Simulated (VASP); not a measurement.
Write the native input for VASP 6.6.1 that does the following.

```
Task                   : single point
Functional             : r2SCAN
Potentials or basis    : VASP PAW PBE potentials, release 64 (Cd, S)
Cutoff                 : 520 eV
k mesh                 : 8 × 8 × 8
Occupations            : gaussian, width 0.05 eV
Spin                   : no spin polarisation
Dipole correction      : no
Further INCAR settings : ALGO = Normal; EDIFF = 1e-06; NBANDS = 16
```

The system is CdS.

```
CELL_PARAMETERS angstrom
0.00000 2.79360 3.14280
2.79360 0.00000 3.14280
2.79360 2.79360 0.00000
ATOMIC_POSITIONS crystal
Cd 0.00000 0.00000 0.00000
S 0.75000 0.75000 0.75000
```

This cell differs from its parent crystal: strain -0.040 along x and y, +0.080 along z.

One way to write it, as run:

POSCAR

```
CdS
1.0
    0.0000000000      2.7936000000      3.1428000000
    2.7936000000      0.0000000000      3.1428000000
    2.7936000000      2.7936000000      0.0000000000
Cd S
1 1
Direct
    0.0000000000      0.0000000000      0.0000000000
    0.7500000000      0.7500000000      0.7500000000
```

INCAR.step1

```
SYSTEM = CdS
ALGO = Normal
EDIFF = 1E-4
ENCUT = 520
GGA = PE
ISMEAR = 0
LASPH = .True.
LCHARG = .False.
LREAL = .False.
LWAVE = .True.
NBANDS = 16
NELM = 60
PREC = Accurate
SIGMA = 0.05
```

INCAR.step2

```
SYSTEM = CdS
ALGO = Normal
EDIFF = 1E-6
ENCUT = 520
ISIF = 2
ISMEAR = 0
ISTART = 1
LASPH = .True.
LCHARG = .False.
LMIXTAU = .True.
LREAL = .False.
LWAVE = .False.
METAGGA = R2SCAN
NBANDS = 16
NELM = 60
PREC = Accurate
SIGMA = 0.05
```

KPOINTS

```
k-points
0
Gamma
  8 8 8
  0 0 0
```

Potentials or basis: VASP PAW PBE potentials, release 64 (Cd, S).

Command:

```bash
$ cat potpaw_PBE.64/Cd/POTCAR potpaw_PBE.64/S/POTCAR > POTCAR
$ cp INCAR.step1 INCAR
$ mpirun -np 1 vasp_std > vasp.out
$ cp INCAR.step2 INCAR
$ mpirun -np 1 vasp_std > vasp.out
```

Results of the run:

```yaml
Pressure: 2.2 GPa
Band_gap_on_the_k_mesh: 1.45 eV
```

Caveat: the cell differs from its parent crystal (strain -0.040 along x and y, +0.080 along z); the PAW data sets were made with another functional, which shifts forces and pressure a little.

It took 5.2 min on 1 thread of Intel Xeon 8259CL (shared host), peak memory 0.2 GiB.
